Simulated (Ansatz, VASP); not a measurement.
**Two plane-wave programs on H**

Contents of INCAR:

```
PREC     = Accurate       # precision mode
ENCUT    = 520            # plane-wave cutoff, eV
EDIFF    = 1E-7           # SCF threshold, eV
ISMEAR   = 0              # smearing method
SIGMA    = 0.05           # smearing width, eV
LREAL    = False          # projectors in reciprocal space
LASPH    = True           # aspherical terms in the spheres
NELM     = 80             # most SCF steps
ALGO     = Normal         # electronic algorithm
ISIF     = 2              # what is computed and relaxed
LWAVE    = False          # write WAVECAR
LCHARG   = False          # write CHGCAR
GGA      = PE             # functional
NBANDS   = 8              # bands
```

File KPOINTS:

```
Automatic mesh
0
Gamma
  10 10 10
```

Contents of POSCAR:

```
H
1.0
   -1.7968646398      1.7968646398      2.4355022150
    1.7968646398     -1.7968646398      2.4355022150
    1.7968646398      1.7968646398     -2.4355022150
H
2
Direct
    0.9178910720      0.9178910720      0.0000000000
    0.0821089280      0.0821089280      0.0000000000
```

Input for Ansatz:

```yaml
crystal:
  lattice:
    - [-1.7968646398, 1.7968646398, 2.435502215]
    - [1.7968646398, -1.7968646398, 2.435502215]
    - [1.7968646398, 1.7968646398, -2.435502215]
  atoms:
    - { symbol: H, position: [0.917891072, 0.917891072, 0.0] }
    - { symbol: H, position: [0.082108928, 0.082108928, 0.0] }
basis:
  ecutwfc: 420
kpoints:
  mp_grid: { grid: [10, 10, 10] }
hamiltonian:
  xc: pbe
scf:
  occupations: { method: gaussian, width: 0.05 }
output:
  forces: true
  stress: true
  eigenvalues: true
  write_density: true
  write_potential: true
  elf: true
  volumetric_format: npy
```

Alike in both runs: task single point; functional PBE; k mesh 10 × 10 × 10; occupations gaussian, width 0.05 eV; no spin polarisation.

```csv
,VASP,Ansatz
version,VASP 6.6.1,Ansatz 0.2.0
potentials or method,"VASP PAW PBE potentials, release 64 (H), cutoff 520 eV","scalar-relativistic, plane waves, PAW"
valence electrons in the cell,2,2
```

Ansatz gave:

| Property | Result |
| --- | --- |
| gap on the k mesh at the Fermi level (eV) | 8.95 |
| least direct gap on the mesh (eV) | 9.06 |
| pressure (GPa) | -2.0 |
| traceless stress, the component that is largest in VASP (GPa) | -3.97 |
| rms of the force components (eV/Å) | 0.839 |

Q: Estimate VASP's values.

A: gap on the k mesh at the Fermi level (eV): 8.95; least direct gap on the mesh (eV): 9.07; pressure (GPa): -2.1; traceless stress, the component that is largest in VASP (GPa): -3.99; rms of the force components (eV/Å): 0.840.

Atom by atom the forces differ by 0.001 eV/Å (rms over components).
